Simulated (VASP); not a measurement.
Input of a VASP 6.6.1 run:

INCAR

```
ALGO = Normal
EDIFF = 1E-6
ENCUT = 520
GGA = PE
ISIF = 2
ISMEAR = -1
LASPH = True
LCHARG = False
LREAL = Auto
LWAVE = False
NBANDS = 40
NELM = 80
PREC = Accurate
SIGMA = 0.05
```

Contents of KPOINTS:

```
k-points
0
Gamma
  3 3 1
```

File POSCAR:

```
Li
1.0
    6.9800000000      0.0000000000      0.0000000000
    3.4900000000      4.9356050000      0.0000000000
    0.0000000000      0.0000000000     20.4034080000
Li
17
Direct
   -0.2499997467      0.4999994935      0.0490114201
    0.2500002533      0.4999994935      0.0490114201
   -0.2499994935      0.9999989870      0.0490114201
    0.2500005065      0.9999989870      0.0490114201
    0.0525332836     -0.0311410658      0.1743532257
    0.4819896502      0.0516653987      0.1646783714
   -0.0950138998      0.5951853927      0.1860816585
    0.5597083798      0.4711276530      0.1682464028
   -0.3178948831      0.4828384767      0.2989843657
    0.2361178790      0.5338960472      0.2906965346
   -0.2530863888      0.9833647547      0.3042334888
    0.1643516101      1.0963397598      0.2834918559
    0.0770693615     -0.1172905855      0.4058145580
    0.4720558011      0.0453439852      0.4118233581
   -0.0388166507      0.5088940464      0.4093041711
    0.4970302296      0.5479166181      0.4629422693
    0.1281512557      0.1087404685      0.5114733774
```

Potentials or basis: VASP PAW PBE potentials, release 64 (Li_sv).

Launch:

```sh
$ cat potpaw_PBE.64/Li_sv/POTCAR > POTCAR
$ mpirun -np 1 vasp_std > vasp.out
```

Estimate the largest force.

0.486 eV/Å.

Forces on the atoms (eV/Å):
```
Li   0.036  0.015  0.042
Li  -0.033  0.011  0.190
Li   0.050 -0.007  0.054
Li   0.018 -0.015  0.051
Li  -0.151 -0.009 -0.234
Li  -0.247  0.243  0.122
Li   0.286 -0.271 -0.172
Li  -0.141  0.024 -0.031
Li   0.026  0.355  0.200
Li   0.013 -0.105 -0.048
Li  -0.166 -0.076 -0.356
Li   0.316 -0.156  0.199
Li  -0.062  0.314 -0.195
Li  -0.050  0.049  0.043
Li  -0.109 -0.105 -0.065
Li   0.181 -0.427 -0.147
Li   0.034  0.159  0.348
```

Caveat: the k points lie up to 0.42 Å⁻¹ apart.
